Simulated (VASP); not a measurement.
# Ge (I4_1/amd) in VASP: further runs, part 2 of 2

VASP 6.6.1.

## 3. Single point, PBEsol (strained cell)

File INCAR:

```
SYSTEM = Ge
PREC = Accurate
ENCUT = 520
EDIFF = 1E-6
ISMEAR = 0
SIGMA = 0.1
LREAL = .False.
LASPH = .True.
NELM = 100
ALGO = Normal
ISIF = 2
LWAVE = .False.
LCHARG = .False.
GGA = PS
NBANDS = 21
```

File KPOINTS:

```
Automatic mesh
0
Gamma
  10 10 10
  0 0 0
```

File POSCAR:

```
Ge
1.0
    0.0000000000      2.8662440442      2.8173647547
    2.8662440442      0.0000000000      2.8173647547
    2.8662440442      2.8662440442      0.0000000000
Ge
2
Direct
    0.0000000000      0.0000000000      0.0000000000
    0.2500000000      0.2500000000      0.2500000000
```

Potentials or basis: VASP PAW PBE potentials, release 64 (Ge_d).

Launch:

```bash
cat potpaw_PBE.64/Ge_d/POTCAR > POTCAR
mpirun -np 1 vasp_std > vasp.out
```

OUTCAR:

```text
SYSTEM = Ge
   PREC = Accurate
   ENCUT = 520
   EDIFF = 1E-6
   ISMEAR = 0
   LREAL = .False.
   LASPH = .True.
   NELM = 100
   ISIF = 2
   GGA = PS

 ion  position               nearest neighbor table
   1  0.000  0.000  0.000-   2 2.47   2 2.47   2 2.47   2 2.47
   2  0.250  0.250  0.250-   1 2.47   1 2.47   1 2.47   1 2.47

  LATTYP: Found a body centered tetragonal cell.
 ALAT       =     4.0534812004
 C/A-ratio  =     1.3900963717

  Lattice vectors:

 A1 = (   0.0000000000,  -2.8662440442,  -2.8173647547)
 A2 = (   0.0000000000,   2.8662440442,  -2.8173647547)
 A3 = (   2.8662440442,   0.0000000000,   2.8173647547)

Analysis of symmetry for initial positions (statically):
=====================================================================
 Subroutine PRICEL returns:
 Original cell was already a primitive cell.

 Routine SETGRP: Setting up the symmetry group for a
 body centered tetragonal supercell.

 Subroutine GETGRP returns: Found 16 space group operations
 (whereof  8 operations were pure point group operations)
 out of a pool of 16 trial point group operations.

The static configuration has the point symmetry D_2d.
 The point group associated with its full space group is D_4h.

Analysis of symmetry for dynamics (positions and initial velocities):
=====================================================================
 Subroutine PRICEL returns:
 Original cell was already a primitive cell.

 Routine SETGRP: Setting up the symmetry group for a
 body centered tetragonal supercell.

 Subroutine GETGRP returns: Found 16 space group operations
 (whereof  8 operations were pure point group operations)
 out of a pool of 16 trial point group operations.

The dynamic configuration has the point symmetry D_2d.
 The point group associated with its full space group is D_4h.

 Subroutine INISYM returns: Found 16 space group operations
 (whereof  8 operations are pure point group operations),
 and found     1 'primitive' translations

----------------------------------------------------------------------------------------

                                     Primitive cell

  volume of cell :      46.2913

  direct lattice vectors                    reciprocal lattice vectors
     0.000000000  2.866244044  2.817364755    -0.174444322  0.174444322  0.177470808
     2.866244044  0.000000000  2.817364755     0.174444322 -0.174444322  0.177470808
     2.866244044  2.866244044  0.000000000     0.174444322  0.174444322 -0.177470808

  length of vectors
     4.019066942  4.019066942  4.053481200     0.303903819  0.303903819  0.303903819

  position of ions in fractional coordinates (direct lattice)
     0.000000000  0.000000000  0.000000000
     0.250000000  0.250000000  0.250000000

  ion indices of the primitive-cell ions
   primitive index   ion index
                 1           1
                 2           2

----------------------------------------------------------------------------------------

 KPOINTS: Automatic mesh

Automatic generation of k-mesh.
 Grid dimensions read from file:
 generate k-points for:   10   10   10

 Generating k-lattice:

  Cartesian coordinates                     Fractional coordinates (reciprocal lattice)
    -0.017444432  0.017444432  0.017747081     0.100000000  0.000000000  0.000000000
     0.017444432 -0.017444432  0.017747081     0.000000000  0.100000000  0.000000000
     0.017444432  0.017444432 -0.017747081    -0.000000000 -0.000000000  0.100000000

  Length of vectors
     0.030390382  0.030390382  0.030390382

  Shift w.r.t. Gamma in fractional coordinates (k-lattice)
     0.000000000  0.000000000  0.000000000

 Subroutine IBZKPT returns following result:
 ===========================================

 Found    102 irreducible k-points:

 Following reciprocal coordinates:
            Coordinates               Weight
  0.000000  0.000000  0.000000      1.000000
  0.100000  0.000000  0.000000      8.000000
  0.200000  0.000000  0.000000      8.000000
  0.300000 -0.000000  0.000000      8.000000
  0.400000 -0.000000  0.000000      8.000000
  0.500000 -0.000000  0.000000      4.000000
[... 16 lines left out ...]
  0.300000  0.300000  0.000000      2.000000
  0.400000  0.300000  0.000000      8.000000
 [... further k-points ...]
   k-points           NKPTS =    102   k-points in BZ     NKDIM =    102   number of bands    NBANDS=     21
   number of dos      NEDOS =    301   number of ions     NIONS =      2
   total plane-waves  NPLWV =  27000
   dimension x,y,z NGX =    30 NGY =   30 NGZ =   30
   dimension x,y,z NGXF=    60 NGYF=   60 NGZF=   60
   ions per type =               2
   NGX,Y,Z   is equivalent  to a cutoff of  12.41, 12.41, 12.30 a.u.
   NGXF,Y,Z  is equivalent  to a cutoff of  24.82, 24.82, 24.61 a.u.
 SYSTEM =  Ge
   PREC   = accura    normal or accurate (medium, high low for compatibility)
   ISTART =      0    job   : 0-new  1-cont  2-samecut
   ICHARG =      2    charge: 1-file 2-atom 10-const
   ISPIN  =      1    spin polarized calculation?
   LNONCOLLINEAR =      F non collinear calculations
   LSORBIT =      F    spin-orbit coupling
   LASPH  =      T    aspherical Exc in radial PAW
   ENCUT  =  520.0 eV  38.22 Ry    6.18 a.u.   7.47  7.47  7.54*2*pi/ulx,y,z
   NELM   =    100;   NELMIN=  2; NELMDL= -5     # of ELM steps
   EDIFF  = 0.1E-05   stopping-criterion for ELM
   LREAL  =      F    real-space projection
   EDIFFG = 0.1E-04   stopping-criterion for IOM
   NSW    =      0    number of steps for IOM
   IBRION =     -1    ionic relax: 0-MD 1-quasi-New 2-CG
   NFREE  =      0    steps in history (QN), initial steepest desc. (CG)
   ISIF   =      2    stress and relaxation
   ISYM   =      2    0-nonsym 1-usesym 2-fastsym
   POTIM  = 0.5000    time-step for ionic-motion
   TEBEG  =    0.0;   TEEND  =   0.0 temperature during run
   PSTRESS=    0.0 pullay stress
   NELECT =      28.0000    total number of electrons
   NUPDOWN=      -1.0000    fix difference up-down
   EMIN   =  10.00;   EMAX   =-10.00  energy-range for DOS
   EFERMI =   0.00;   METHOD = LEGACY
   ISMEAR =     0;   SIGMA  =   0.10  broadening in eV -4-tet -1-fermi 0-gaus
   EFERMI_NEDOS =   21; number of points for ismear=-14 and -15
   IALGO  =     38    algorithm
   IMIX   =      4    mixing-type and parameters
     AMIX     =   0.40;   BMIX     =  1.00
     AMIX_MAG =   1.60;   BMIX_MAG =  1.00
  volume/ion in A,a.u.               =      23.15       156.19
  Fermi-wavevector in a.u.,A,eV,Ry     =   1.384505  2.616334 26.080365  1.916853
  Thomas-Fermi vector in A             =   2.509002
   LORBIT       =      0    0 simple, 1 ext, 2 COOP (PROOUT), +10 PAW based schemes
   GGA     = PS    functional components
   LHFCALC =     F    Hartree Fock is set to
   AEXX    =    0.0000 exact exchange contribution
   IVDW    =     0    specifies the selected vdW correction
   LEPSILON=     F    determine dielectric tensor
   LRPA    =     F    only Hartree local field effects (RPA)
 non-spin polarized calculation
 Gauss-broadening in eV      SIGMA  =   0.10
  energy-cutoff  :      520.00
  volume of cell :       46.29
 maximum number of plane-waves:      1271
 NGX is ok and might be reduce to    30
   NGX = 15   NGY = 15   NGZ = 15

 number of electron      28.0000008 magnetization

 Free energy of the ion-electron system (eV)
  ---------------------------------------------------
  ext. energy  EPLUGINS =         0.00000000
  ---------------------------------------------------
  free energy    TOTEN  =        -9.86789671 eV

  energy without entropy =       -9.86753700  energy(sigma->0) =       -9.86771686

 E-fermi :   4.6311     XC(G=0): -10.0243

 val. band max:        4.6064059638   @ k =   0.0000   0.0000   0.0000
 cond. band min:       4.7000586302   @ k =   0.5000  -0.0000   0.0000
 fundamental gap:      0.0936526664
 Fermi energy:         4.6311309459

 k-point     1 :       0.0000    0.0000    0.0000
  band No.  band energies     occupation
      1     -20.0853      2.00000
      2     -20.0814      2.00000
      3     -20.0814      2.00000
      4     -20.0484      2.00000
      5     -20.0472      2.00000
      6     -19.8500      2.00000
[... 13 lines left out ...]
     20      13.8996      0.00000
     21      14.2280      0.00000

 k-point     2 :       0.1000    0.0000    0.0000
  band No.  band energies     occupation
      1     -20.0896      2.00000
      2     -20.0869      2.00000
      3     -20.0810      2.00000
      4     -20.0408      2.00000
      5     -20.0399      2.00000
      6     -19.8573      2.00000
[... 520 lines left out ...]
 k-point    24 :       0.4000    0.3000    0.0000
  band No.  band energies     occupation
      1     -20.1127      2.00000
      2     -20.1067      2.00000
      3     -20.0644      2.00000
      4     -19.9877      2.00000
      5     -19.9647      2.00000
      6     -19.9504      2.00000
[... 13 lines left out ...]
     20      16.1455      0.00000
     21      16.2340      0.00000

 [... further k-points ...]
[... 5 lines left out ...]
  --------------------------------------------------------------------------------------
  -------------------------------------------------------------------------------------
  Total       -0.4693876     -0.4693876     -0.1342206      0.0000000      0.0000000      0.0000000
  in kB      -16.2458642    -16.2458642     -4.6454790      0.0000000      0.0000000      0.0000000
  external PRESSURE =     -12.3790691 kB  Pullay stress =       0.0000000 kB

 VOLUME and BASIS-vectors are now :
 -----------------------------------------------------------------------------
  energy-cutoff  :      520.00
  volume of cell :       46.29
      direct lattice vectors                 reciprocal lattice vectors
     0.000000000  2.866244044  2.817364755    -0.174444322  0.174444322  0.177470808
     2.866244044  0.000000000  2.817364755     0.174444322 -0.174444322  0.177470808
     2.866244044  2.866244044  0.000000000     0.174444322  0.174444322 -0.177470808

 POSITION                                       TOTAL-FORCE (eV/Angst)
 -----------------------------------------------------------------------------------
      0.00000      0.00000      0.00000        -0.000000     -0.000000     -0.000000
      1.43312      1.43312      1.40868         0.000000      0.000000      0.000000
 -----------------------------------------------------------------------------------
    total drift:                                0.000000     -0.000000      0.000000

  FREE ENERGIE OF THE ION-ELECTRON SYSTEM (eV)
  ---------------------------------------------------
  free  energy   TOTEN  =        -9.8678967094 eV

  energy  without entropy=       -9.8675370049  energy(sigma->0) =       -9.86771686
```

stdout:

```text
POSCAR found type information on POSCAR Ge
 POSCAR found :  1 types and       2 ions
 scaLAPACK will be used
 -----------------------------------------------------------------------------
|                                                                             |
|                                                                             |
|     You enforced a specific xc type in the INCAR file but a different       |
|     I HOPE YOU KNOW WHAT YOU ARE DOING!                                     |
|                                                                             |
 -----------------------------------------------------------------------------

 LDA part: xc-table for (Slater+PW92), standard interpolation
 POSCAR, INCAR and KPOINTS ok, starting setup
 FFT: planning ... GRIDC
 FFT: planning ... GRID_SOFT
 FFT: planning ... GRID
 WAVECAR not read
 entering main loop
```

Run time: 2.4 min. Hardware: 1 thread of AMD EPYC 7R13, shared host; peak memory 0.19 GiB.

What came out:

```yaml
Free_energy: -9.8679 eV
Pressure: -1.2 GPa
Band_gap_on_the_k_mesh: 0.09 eV (least direct gap 0.13 eV)
```

Levels at points of the mesh, in eV from the valence-band top:
```csv
k point,band 10,band 11,band 12,band 13,band 14,band 15,band 16,band 17,band 18,band 19
"(0.00, 0.00, 0.00)",-24.44,-12.59,-0.17,0.00,0.00,0.13,2.51,2.59,2.59,6.21
"(0.50, 0.00, 0.00)",-24.41,-10.54,-7.48,-1.41,-1.26,0.09,3.69,3.80,7.00,10.31
"(0.50, 0.50, 0.00)",-24.41,-8.72,-8.72,-3.05,-3.05,0.65,0.65,9.36,9.36,11.37
"(0.50, 0.00, 0.50)",-24.40,-8.80,-8.80,-2.93,-2.93,0.78,0.78,9.33,9.33,11.29
```

Caveat: the cell differs from its parent crystal (strained cell); the PAW data sets were made with another functional, which shifts forces and pressure a little.

## 4. Single point, PBEsol (strained cell)

File INCAR:

```
PREC = Accurate
ENCUT = 520
EDIFF = 1E-6
ISMEAR = 0
SIGMA = 0.1
LREAL = False
LASPH = True
NELM = 60
ALGO = Normal
ISIF = 2
LWAVE = False
LCHARG = False
GGA = PS
NBANDS = 21
```

File KPOINTS:

```
regular mesh
0
Gamma
  10 10 10
```

File POSCAR:

```
Ge
1.0
    0.0000000000      2.8662440442      2.8160256703
    2.8662440442      0.0000000000      2.8160256703
    2.8662440442      2.8662440442      0.0000000000
Ge
2
Direct
    0.0000000000      0.0000000000      0.0000000000
    0.2500000000      0.2500000000      0.2500000000
```

Launch:

```bash
cat potpaw_PBE.64/Ge_d/POTCAR > POTCAR
mpirun -np 1 vasp_std > vasp.out
```

Run time: 2.6 min. Hardware: 1 thread of AMD EPYC 7R13, shared host; peak memory 0.19 GiB.

Results (log left out):

- Free energy: -9.8679 eV
- Pressure: -1.2 GPa
- Band gap on the k mesh: 0.10 eV (least direct gap 0.13 eV)

Stress tensor (GPa, compression positive):
```
-1.61  0.00  0.00
 0.00 -1.61  0.00
 0.00  0.00 -0.42
```

Levels at points of the mesh, in eV from the valence-band top:
```csv
k point,band 10,band 11,band 12,band 13,band 14,band 15,band 16,band 17,band 18,band 19
"(0.00, 0.00, 0.00)",-24.44,-12.59,-0.16,0.00,0.00,0.13,2.51,2.60,2.60,6.21
"(0.50, 0.00, 0.00)",-24.41,-10.54,-7.48,-1.41,-1.25,0.10,3.69,3.80,7.00,10.31
"(0.50, 0.50, 0.00)",-24.41,-8.72,-8.72,-3.05,-3.05,0.65,0.65,9.37,9.37,11.38
"(0.50, 0.00, 0.50)",-24.40,-8.80,-8.80,-2.93,-2.93,0.78,0.78,9.33,9.33,11.29
```

Caveat: the cell differs from its parent crystal (strained cell); the PAW data sets were made with another functional, which shifts forces and pressure a little.

## 5. Single point, PBEsol

File INCAR:

```
SYSTEM = Ge
  PREC = Accurate
  ENCUT = 520
  EDIFF = 1E-7
  ISMEAR = 0
  SIGMA = 0.01
  LREAL = .FALSE.
  LASPH = .TRUE.
  NELM = 60
  ALGO = Normal
  ISIF = 2
  LWAVE = .FALSE.
  LCHARG = .FALSE.
  GGA = PS
  NBANDS = 21
```

File KPOINTS:

```
regular mesh
0
G
  10 10 10
  0 0 0
```

POSCAR is that of step 4.

Launch:

```bash
cat potpaw_PBE.64/Ge_d/POTCAR > POTCAR
mpirun -np 1 vasp_std > vasp.out
```

It took 2.8 min on 1 thread of AMD EPYC 7R13, shared host; peak memory 0.19 GiB.

Results (log left out):

- Free energy: -9.8678 eV
- Pressure: -0.9 GPa
- Band gap on the k mesh: 0.10 eV (least direct gap 0.13 eV)

Stress tensor (GPa, compression positive):
```
-1.30  0.00  0.00
 0.00 -1.30  0.00
 0.00  0.00 -0.12
```

Levels at points of the mesh, in eV from the valence-band top:
| k point | band 10 | band 11 | band 12 | band 13 | band 14 | band 15 | band 16 | band 17 | band 18 | band 19 |
| --- | --- | --- | --- | --- | --- | --- | --- | --- | --- | --- |
| (0.00, 0.00, 0.00) | -24.44 | -12.59 | -0.16 | 0.00 | 0.00 | 0.13 | 2.51 | 2.60 | 2.60 | 6.21 |
| (0.50, 0.00, 0.00) | -24.41 | -10.54 | -7.48 | -1.41 | -1.25 | 0.10 | 3.69 | 3.80 | 7.00 | 10.31 |
| (0.50, 0.50, 0.00) | -24.41 | -8.72 | -8.72 | -3.05 | -3.05 | 0.65 | 0.65 | 9.37 | 9.37 | 11.38 |
| (0.50, 0.00, 0.50) | -24.40 | -8.80 | -8.80 | -2.93 | -2.93 | 0.78 | 0.78 | 9.33 | 9.33 | 11.29 |

Caveat: the PAW data sets were made with another functional, which shifts forces and pressure a little. A k mesh can miss the band edges.

## 6. Relaxation of the atoms, PBEsol (strained cell)

File INCAR:

```
ALGO = Normal ; EDIFF = 1E-7
EDIFFG = -0.002 ; ENCUT = 520
GGA = PS ; IBRION = 2
ISIF = 2 ; ISMEAR = 0
LASPH = True ; LCHARG = False
LREAL = False ; LWAVE = False
NELM = 100 ; NSW = 60
PREC = Accurate ; SIGMA = 0.1
```

File KPOINTS:

```
k-points
0
Gamma
  10 10 10
```

POSCAR is that of step 5.

Potentials or basis: VASP PAW PBE potentials, release 64 (Ge_d).

Launch:

```bash
cat potpaw_PBE.64/Ge_d/POTCAR > POTCAR
mpirun -np 1 vasp_std > vasp.out
```

OUTCAR:

```text
EDIFF = 1E-7
   EDIFFG = -0.002
   ENCUT = 520
   GGA = PS
   IBRION = 2
   ISIF = 2
   ISMEAR = 0
   LASPH = True
   LREAL = False
   NELM = 100
   NSW = 60
   PREC = Accurate

 ion  position               nearest neighbor table
   1  0.000  0.000  0.000-   2 2.47   2 2.47   2 2.47   2 2.47
   2  0.250  0.250  0.250-   1 2.47   1 2.47   1 2.47   1 2.47

  LATTYP: Found a body centered tetragonal cell.
 ALAT       =     4.0534812004
 C/A-ratio  =     1.3894356634

  Lattice vectors:

 A1 = (   0.0000000000,  -2.8662440442,  -2.8160256703)
[... 678 lines left out ...]
      6     -19.9476      2.00000
[... 10 lines left out ...]
     17      11.2149      0.00000
     18      11.7400      0.00000

 [... further k-points ...]
[... 5 lines left out ...]
  --------------------------------------------------------------------------------------
  -------------------------------------------------------------------------------------
  Total       -0.3733331     -0.3733331     -0.0290206      0.0000000      0.0000000     -0.0000000
  in kB      -12.9274891    -12.9274891     -1.0049038      0.0000000      0.0000000     -0.0000000
  external PRESSURE =      -8.9532940 kB  Pullay stress =       0.0000000 kB

 VOLUME and BASIS-vectors are now :
 -----------------------------------------------------------------------------
  energy-cutoff  :      520.00
  volume of cell :       46.27
      direct lattice vectors                 reciprocal lattice vectors
     0.000000000  2.866244044  2.816025670    -0.174444322  0.174444322  0.177555200
     2.866244044  0.000000000  2.816025670     0.174444322 -0.174444322  0.177555200
     2.866244044  2.866244044  0.000000000     0.174444322  0.174444322 -0.177555200

 POSITION                                       TOTAL-FORCE (eV/Angst)
 -----------------------------------------------------------------------------------
      0.00000      0.00000      0.00000        -0.000000     -0.000000     -0.000000
      1.43312      1.43312      1.40801         0.000000      0.000000      0.000000
 -----------------------------------------------------------------------------------
    total drift:                                0.000000      0.000000      0.000000

  FREE ENERGIE OF THE ION-ELECTRON SYSTEM (eV)
  ---------------------------------------------------
  free  energy   TOTEN  =        -9.8679035152 eV

  energy  without entropy=       -9.8675468442  energy(sigma->0) =       -9.86772518

 reached required accuracy - stopping structural energy minimisation
```

CONTCAR:

```text
Ge
   1.00000000000000
     0.0000000000000000    2.8662440442000001    2.8160256703000002
     2.8662440442000001    0.0000000000000000    2.8160256703000002
     2.8662440442000001    2.8662440442000001    0.0000000000000000
  Ge
     2
Direct
     0.0000000000000000    0.0000000000000000    0.0000000000000000
     0.2500000000000000    0.2500000000000000    0.2500000000000000

  0.00000000E+00  0.00000000E+00  0.00000000E+00
  0.00000000E+00  0.00000000E+00  0.00000000E+00
```

Run time: 45 s. Hardware: 1 thread of Intel Xeon Platinum 8488C (Sapphire Rapids), shared host; peak memory 0.21 GiB.

Results:

```yaml
Free_energy: -9.8679 eV
Pressure_after_relaxing: -0.9 GPa
Band_gap_on_the_k_mesh: 0.10 eV (least direct gap 0.13 eV)
```

Stress tensor (GPa, compression positive):
```
-1.29  0.00  0.00
 0.00 -1.29  0.00
 0.00  0.00 -0.10
```

Final structure:
```
Ge
1.0
     0.00000    2.86624    2.81603
     2.86624    0.00000    2.81603
     2.86624    2.86624    0.00000
Ge
2
Direct
  0.00000 0.00000 0.00000
  0.25000 0.25000 0.25000
```

Caveat: the cell differs from its parent crystal (strained cell); the relaxation stopped at its first step, so nothing moved; the PAW data sets were made with another functional, which shifts forces and pressure a little.

## 7. Summary

```tsv
task	cell	smearing	gap on the mesh (eV)	pressure (GPa)
single point	a = 4.022, b = 4.022, c = 4.053 Å, angles 59.7, 59.7, 60.5°, 2 atoms	gaussian 0.1 eV	0.09	-1.3
single point	a = 4.019, b = 4.019, c = 4.053 Å, angles 59.7, 59.7, 60.6°, 2 atoms	gaussian 0.1 eV	0.09	-1.2
single point	a = 4.018, b = 4.018, c = 4.053 Å, angles 59.7, 59.7, 60.6°, 2 atoms	gaussian 0.1 eV	0.10	-1.2
single point	a = 4.018, b = 4.018, c = 4.053 Å, angles 59.7, 59.7, 60.6°, 2 atoms	gaussian 0.01 eV	0.10	-0.9
relaxation of the atoms	atoms relaxed from a = 4.018, b = 4.018, c = 4.053 Å, angles 59.7, 59.7, 60.6°, 2 atoms	gaussian 0.1 eV	0.10	-0.9
```

Alike in all rows: level PBEsol; potentials or basis VASP PAW PBE potentials, release 64 (Ge_d); no spin polarisation; k mesh 10 × 10 × 10; cutoff (eV) 520.

Caveats: the PAW data sets were made with another functional, which shifts forces and pressure a little; the relaxation stopped at its first step, so nothing moved (at least some runs).

Total energies depend on the potentials used, so only differences within one code and one set of settings carry meaning.
